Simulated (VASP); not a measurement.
# SnSe2 in VASP: a series of runs

SnSe2 is run at these levels: PBE+D3(BJ); tasks: relaxation of the atoms, single point.

All numbers are computed with VASP 6.6.1; they aren't measurements. Logs are shortened: lines on timing, memory, paths and dates and some standing lists are left out, and cuts for length are marked.

## Step 1: The cell of the first run

The cell holds a slab with vacuum, 3 atoms: a = 3.672 Å, b = 3.672 Å, c = 32.376 Å, α = 90.00°, β = 90.00°, γ = 120.00°.

## Step 2: Relaxation of the atoms, PBE+D3(BJ) (biaxial strain -0.040)

The input, INCAR:

```
SYSTEM = SnSe2
ALGO = Normal ; DIPOL = 0.5 0.5 0.500
EDIFF = 1E-6 ; EDIFFG = -0.01
ENCUT = 520 ; GGA = PE
IBRION = 2 ; IDIPOL = 3
ISIF = 2 ; ISMEAR = 0
IVDW = 12 ; LASPH = .TRUE.
LCHARG = .FALSE. ; LDIPOL = .TRUE.
LREAL = .FALSE. ; LWAVE = .FALSE.
NELM = 80 ; NSW = 60
PREC = Accurate ; SIGMA = 0.02
```

The input, KPOINTS:

```
k-points
0
G
  12 12 1
  0 0 0
```

The input, POSCAR:

```
SnSe2
1.0
    3.6716919093      0.0000000000      0.0000000000
   -1.8358459547      3.1797784684      0.0000000000
    0.0000000000      0.0000000000     32.3760079985
Se Sn
2 1
Direct
    0.6666666667      0.3333333333      0.4505636622
    0.3333333333      0.6666666667      0.5494363378
    0.0000000000      0.0000000000      0.5000000000
```

Potentials or basis: VASP PAW PBE potentials, release 64 (Se, Sn_d).

On the command line:

```console
> cat potpaw_PBE.64/Se/POTCAR potpaw_PBE.64/Sn_d/POTCAR > POTCAR
> mpirun -np 1 vasp_std > vasp.out
```

OUTCAR:

```text
SYSTEM = SnSe2
   EDIFF = 1E-6
   EDIFFG = -0.01
   ENCUT = 520
   GGA = PE
   IBRION = 2
   ISIF = 2
   ISMEAR = 0
   IVDW = 12
   LASPH = .TRUE.
   LREAL = .FALSE.
   NELM = 80
   NSW = 60
   PREC = Accurate
 IVDW          = 12

 ion  position               nearest neighbor table
   1  0.667  0.333  0.451-   3 2.66   3 2.66   3 2.66
   2  0.333  0.667  0.549-   3 2.66   3 2.66   3 2.66
   3  0.000  0.000  0.500-   1 2.66   2 2.66   1 2.66   2 2.66   1 2.66   2 2.66

  LATTYP: Found a hexagonal cell.
 ALAT       =     3.6716919093
 C/A-ratio  =     8.8177354741

  Lattice vectors:

 A1 = (   3.6716919093,   0.0000000000,   0.0000000000)
 A2 = (  -1.8358459547,   3.1797784684,   0.0000000000)
 A3 = (   0.0000000000,   0.0000000000,  32.3760079985)

Analysis of symmetry for initial positions (statically):
=====================================================================
 Subroutine PRICEL returns:
 Original cell was already a primitive cell.

 Routine SETGRP: Setting up the symmetry group for a
 hexagonal supercell.

 Subroutine GETGRP returns: Found 12 space group operations
 (whereof 12 operations were pure point group operations)
 out of a pool of 24 trial point group operations.

The static configuration has the point symmetry D_3d.

Analysis of symmetry for dynamics (positions and initial velocities):
=====================================================================
 Subroutine PRICEL returns:
 Original cell was already a primitive cell.

 Routine SETGRP: Setting up the symmetry group for a
 hexagonal supercell.

 Subroutine GETGRP returns: Found 12 space group operations
 (whereof 12 operations were pure point group operations)
 out of a pool of 24 trial point group operations.

The dynamic configuration has the point symmetry D_3d.

 Subroutine INISYM returns: Found 12 space group operations
 (whereof 12 operations are pure point group operations),
 and found     1 'primitive' translations

----------------------------------------------------------------------------------------

                                     Primitive cell

  volume of cell :     377.9953

  direct lattice vectors                    reciprocal lattice vectors
     3.671691909  0.000000000  0.000000000     0.272354006  0.157243659  0.000000000
    -1.835845955  3.179778468  0.000000000     0.000000000  0.314487317  0.000000000
     0.000000000  0.000000000 32.376007999     0.000000000  0.000000000  0.030887069

  length of vectors
     3.671691909  3.671691909 32.376007999     0.314487317  0.314487317  0.030887069

  position of ions in fractional coordinates (direct lattice)
     0.666666667  0.333333333  0.450563662
     0.333333333  0.666666667  0.549436338
     0.000000000  0.000000000  0.500000000

  ion indices of the primitive-cell ions
   primitive index   ion index
                 1           1
                 2           2
                 3           3

----------------------------------------------------------------------------------------

 KPOINTS: k-points

Automatic generation of k-mesh.
 Grid dimensions read from file:
 generate k-points for:   12   12    1

 Generating k-lattice:

  Cartesian coordinates                     Fractional coordinates (reciprocal lattice)
     0.022696167  0.013103638  0.000000000     0.083333333  0.000000000  0.000000000
     0.000000000  0.026207276  0.000000000     0.000000000  0.083333333  0.000000000
     0.000000000  0.000000000  0.030887069     0.000000000  0.000000000  1.000000000

  Length of vectors
     0.026207276  0.026207276  0.030887069

  Shift w.r.t. Gamma in fractional coordinates (k-lattice)
     0.000000000  0.000000000  0.000000000

 Subroutine IBZKPT returns following result:
 ===========================================

 Found     19 irreducible k-points:

 Following reciprocal coordinates:
            Coordinates               Weight
  0.000000  0.000000  0.000000      1.000000
  0.083333  0.000000  0.000000      6.000000
  0.166667  0.000000  0.000000      6.000000
  0.250000  0.000000  0.000000      6.000000
  0.333333  0.000000  0.000000      6.000000
  0.416667  0.000000  0.000000      6.000000
[... 11 lines left out ...]
  0.333333  0.250000  0.000000     12.000000
  0.333333  0.333333  0.000000      2.000000
   k-points           NKPTS =     19   k-points in BZ     NKDIM =     19   number of bands    NBANDS=     17
   number of dos      NEDOS =    301   number of ions     NIONS =      3
   total plane-waves  NPLWV = 196000
   dimension x,y,z NGX =    28 NGY =   28 NGZ =  250
   dimension x,y,z NGXF=    56 NGYF=   56 NGZF=  500
   ions per type =               2   1
   NGX,Y,Z   is equivalent  to a cutoff of  12.68, 12.68, 12.84 a.u.
   NGXF,Y,Z  is equivalent  to a cutoff of  25.36, 25.36, 25.67 a.u.
 SYSTEM =  SnSe2
   PREC   = accura    normal or accurate (medium, high low for compatibility)
   ISTART =      0    job   : 0-new  1-cont  2-samecut
   ICHARG =      2    charge: 1-file 2-atom 10-const
   ISPIN  =      1    spin polarized calculation?
   LNONCOLLINEAR =      F non collinear calculations
   LSORBIT =      F    spin-orbit coupling
   LASPH  =      T    aspherical Exc in radial PAW
   ENCUT  =  520.0 eV  38.22 Ry    6.18 a.u.   6.83  6.83 60.20*2*pi/ulx,y,z
   NELM   =     80;   NELMIN=  2; NELMDL= -5     # of ELM steps
   EDIFF  = 0.1E-05   stopping-criterion for ELM
   LREAL  =      F    real-space projection
   EDIFFG = -.1E-01   stopping-criterion for IOM
   NSW    =     60    number of steps for IOM
   IBRION =      2    ionic relax: 0-MD 1-quasi-New 2-CG
   NFREE  =      1    steps in history (QN), initial steepest desc. (CG)
   ISIF   =      2    stress and relaxation
   ISYM   =      2    0-nonsym 1-usesym 2-fastsym
   POTIM  = 0.5000    time-step for ionic-motion
   TEBEG  =    0.0;   TEEND  =   0.0 temperature during run
   PSTRESS=    0.0 pullay stress
   NELECT =      26.0000    total number of electrons
   NUPDOWN=      -1.0000    fix difference up-down
   EMIN   =  10.00;   EMAX   =-10.00  energy-range for DOS
   EFERMI =   0.00;   METHOD = LEGACY
   ISMEAR =     0;   SIGMA  =   0.02  broadening in eV -4-tet -1-fermi 0-gaus
   EFERMI_NEDOS =   21; number of points for ismear=-14 and -15
   IALGO  =     38    algorithm
   IMIX   =      4    mixing-type and parameters
     AMIX     =   0.40;   BMIX     =  1.00
     AMIX_MAG =   1.60;   BMIX_MAG =  1.00
  volume/ion in A,a.u.               =     126.00       850.28
  Fermi-wavevector in a.u.,A,eV,Ry     =   0.670765  1.267562  6.121613  0.449926
  Thomas-Fermi vector in A             =   1.746382
   LORBIT       =      0    0 simple, 1 ext, 2 COOP (PROOUT), +10 PAW based schemes
   GGA     = PE    functional components
   LHFCALC =     F    Hartree Fock is set to
   AEXX    =    0.0000 exact exchange contribution
   IVDW    =    12    specifies the selected vdW correction
   LEPSILON=     F    determine dielectric tensor
   LRPA    =     F    only Hartree local field effects (RPA)
 conjugate gradient relaxation of ions
 non-spin polarized calculation
 Gauss-broadening in eV      SIGMA  =   0.02
  energy-cutoff  :      520.00
  volume of cell :      378.00
 maximum number of plane-waves:     10230
 NGX is ok and might be reduce to    28
   NGX = 13   NGY = 13   NGZ =121

--------------------------------------- Ionic step        1  -------------------------------------------

 number of electron      26.0000003 magnetization

 Free energy of the ion-electron system (eV)
  ---------------------------------------------------
  ext. energy  EPLUGINS =         0.00000000
  ---------------------------------------------------
  free energy    TOTEN  =       -11.64755151 eV

  energy without entropy =      -11.64755151  energy(sigma->0) =      -11.64755151

------------------------ aborting loop because EDIFF is reached ----------------------------------------

 Edisp (eV)   -0.82475

 E8    (eV) :    -0.3846

  FORCE on cell =-STRESS in cart. coord.  units (eV):
  Direction    XX          YY          ZZ          XY          YZ          ZX
  --------------------------------------------------------------------------------------
  -------------------------------------------------------------------------------------
  Total       3.50939     3.50939     1.82217    -0.00000    -0.00000    -0.00000
  in kB      14.87495    14.87495     7.72348    -0.00000    -0.00000    -0.00000
  external pressure =       12.49 kB  Pullay stress =        0.00 kB
[... 18 lines left out ...]
  FREE ENERGIE OF THE ION-ELECTRON SYSTEM (eV)
  ---------------------------------------------------
  free  energy   TOTEN  =       -12.4723059311 eV

  energy  without entropy=      -12.4723059311  energy(sigma->0) =      -12.47230593

 dipolmoment           0.000000      0.000000     -0.000000 electrons x Angstroem

--------------------------------------- Ionic step        2  -------------------------------------------

 number of electron      26.0000004 magnetization

------------------------ aborting loop because EDIFF is reached ----------------------------------------

 Edisp (eV)   -0.81986

 E8    (eV) :    -0.3822
[... 30 lines left out ...]
  energy  without entropy=      -12.4949492979  energy(sigma->0) =      -12.49494930

--------------------------------------- Ionic step        3  -------------------------------------------

 number of electron      26.0000001 magnetization

 dipolmoment           0.000000      0.000000      0.000000 electrons x Angstroem

 Free energy of the ion-electron system (eV)
  ---------------------------------------------------
  ext. energy  EPLUGINS =         0.00000000
  ---------------------------------------------------
  free energy    TOTEN  =       -11.68474314 eV

  energy without entropy =      -11.68474314  energy(sigma->0) =      -11.68474314

 E-fermi :  -3.3617     XC(G=0):  -2.2601

 val. band max:       -3.4873578103   @ k =   0.0833   0.0000   0.0000
 cond. band min:      -2.9473932535   @ k =   0.5000   0.0000   0.0000
 fundamental gap:      0.5399645568
 Fermi energy:        -3.3617025882

 k-point     1 :       0.0000    0.0000    0.0000
  band No.  band energies     occupation
      1     -24.9611      2.00000
      2     -24.9611      2.00000
      3     -24.8991      2.00000
      4     -24.8851      2.00000
      5     -24.8851      2.00000
      6     -17.6697      2.00000
[... 9 lines left out ...]
     16       1.3062      0.00000
     17       1.3062      0.00000
[... 345 lines left out ...]
      3     -24.8971      2.00000
      4     -24.8971      2.00000
      5     -24.8545      2.00000
      6     -15.4590      2.00000
[... 9 lines left out ...]
     16       1.1461      0.00000
     17       2.8932      0.00000

------------------------ aborting loop because EDIFF is reached ----------------------------------------

 vacuum level on the upper side and lower side of the slab       (xc-potential included)        -0.184        -0.184

 Edisp (eV)   -0.81573

 E8    (eV) :    -0.3802

  FORCE on cell =-STRESS in cart. coord.  units (eV):
  Direction    XX          YY          ZZ          XY          YZ          ZX
  --------------------------------------------------------------------------------------
  -------------------------------------------------------------------------------------
  Total       2.79211     2.79211    -0.02851    -0.00000     0.00000     0.00000
  in kB      11.83467    11.83467    -0.12083    -0.00000     0.00000     0.00000
  external pressure =        7.85 kB  Pullay stress =        0.00 kB
[... 18 lines left out ...]
  FREE ENERGIE OF THE ION-ELECTRON SYSTEM (eV)
  ---------------------------------------------------
  free  energy   TOTEN  =       -12.5004739474 eV

  energy  without entropy=      -12.5004739474  energy(sigma->0) =      -12.50047395

 reached required accuracy - stopping structural energy minimisation

 vacuum level on the upper side and lower side of the slab         1.840         1.840
```

It took 3.9 min on 1 thread of AMD EPYC 9R45 (Zen 5), shared host; peak memory 0.51 GiB.

What came out:

```
Free energy                  : -12.5005 eV
Energy gained by relaxing    : 9.4 meV/atom
Ionic steps                  : 3
Largest force after relaxing : 0.008 eV/Å
Band gap on the k mesh       : 0.54 eV (least direct gap 1.07 eV)
Dispersion energy per atom   : -0.272 eV
```

Forces in eV/Å, atoms in the order of the input:
```
Se   0.000  0.000  0.008
Se   0.000  0.000 -0.008
Sn   0.000  0.000  0.000
```

The path:
```tsv
step	energy change (eV)	largest force (eV/Å)	pressure (GPa)
1	0.0000	0.5730	1.25
2	-0.0226	0.2503	0.99
3	-0.0282	0.0077	0.78
```

Final structure:
```
CELL_PARAMETERS angstrom
3.67169 0.00000 0.00000
-1.83585 3.17978 0.00000
0.00000 0.00000 32.37601
ATOMIC_POSITIONS crystal
Se 0.66667 0.33333 0.44900
Se 0.33333 0.66667 0.55100
Sn 0.00000 0.00000 0.50000
```

Levels at points of the mesh, in eV from the valence-band top:
| k point | band 10 | band 11 | band 12 | band 13 | band 14 | band 15 | band 16 | band 17 |
| --- | --- | --- | --- | --- | --- | --- | --- | --- |
| (0.00, 0.00, 0.00) | -0.42 | -0.42 | -0.03 | -0.03 | 1.77 | 3.37 | 4.79 | 4.79 |
| (0.50, 0.00, 0.00) | -2.96 | -2.32 | -1.31 | -0.53 | 0.54 | 3.87 | 4.67 | 5.09 |

Caveat: the cell differs from its parent crystal (biaxial strain -0.040); spin-orbit coupling is left out, which moves the levels of the heavy elements.

## Step 3: Single point, PBE+D3(BJ)

This run uses another cell than the first one: it holds 12 atoms, not 3.

The input, INCAR:

```
PREC = Accurate
ENCUT = 520
EDIFF = 1E-6
ISMEAR = 0
SIGMA = 0.05
LREAL = F
LASPH = T
NELM = 100
ALGO = Normal
ISIF = 2
LWAVE = F
LCHARG = T
LDIPOL = T
IDIPOL = 3
DIPOL = 0.5 0.5 0.396
GGA = PE
IVDW = 12
LELF = T
LVHAR = T
LVACPOTAV = T
NBANDS = 64
```

The input, KPOINTS:

```
Automatic mesh
0
Gamma
  3 3 1
```

The input, POSCAR:

```
SnSe2
1.0
    7.6780971933      0.0000000000      0.0000000000
   -3.8390485966      6.6494272221      0.0000000000
    0.0000000000      0.0000000000     24.2305039992
Se Sn
8 4
Direct
    0.3333333333      0.1666666667      0.3301623441
    0.3333333333      0.6666666667      0.3301623441
    0.8333333333      0.1666666667      0.3301623441
    0.8333333333      0.6666666667      0.3301623441
    0.1668830555      0.3331922391      0.4618430725
    0.1671648565      0.8335103042      0.4618214162
    0.6668831744      0.3335259086      0.4618281996
    0.6660495006      0.8328912171      0.4616601116
   -0.0001962066     -0.0002239465      0.3960448388
    0.0002131831      0.5001224782      0.3960016975
    0.5000279506     -0.0000748072      0.3959566353
    0.4999962617      0.5000410077      0.3959540202
```

Potentials or basis: VASP PAW PBE potentials, release 64 (Se, Sn_d).

On the command line:

```console
> cat potpaw_PBE.64/Se/POTCAR potpaw_PBE.64/Sn_d/POTCAR > POTCAR
> mpirun -np 1 vasp_std > vasp.out
```

It took 31 min on 1 thread of Intel Xeon 8259CL, shared host; peak memory 1.3 GiB.

The run converged. Its results:

```yaml
Free_energy: -50.3984 eV
Largest_force: 0.048 eV/Å
Band_gap_on_the_k_mesh: 0.79 eV
Dispersion_energy_per_atom: -0.251 eV
Ionisation_potential_of_the_upper_face: 6.00 eV
```

Forces on the atoms (eV/Å):
```
Se  -0.003 -0.003 -0.011
Se  -0.003 -0.003 -0.023
Se   0.005  0.001 -0.009
Se   0.005  0.002 -0.013
Se  -0.010 -0.001  0.009
Se  -0.013 -0.006  0.016
Se   0.002 -0.002  0.007
Se   0.013  0.011  0.045
Sn   0.010  0.012 -0.011
Sn  -0.004 -0.010  0.005
Sn  -0.009  0.021 -0.009
Sn   0.006 -0.022 -0.006
```

Levels at points of the mesh, in eV from the valence-band top:
```tsv
k point	band 48	band 49	band 50	band 51	band 52	band 53	band 54	band 55	band 56	band 57
(0.00, 0.00, 0.00)	-0.32	-0.32	-0.32	-0.07	-0.07	0.79	0.79	0.80	1.58	3.10
```

Caveat: spin-orbit coupling is left out, which moves the levels of the heavy elements.
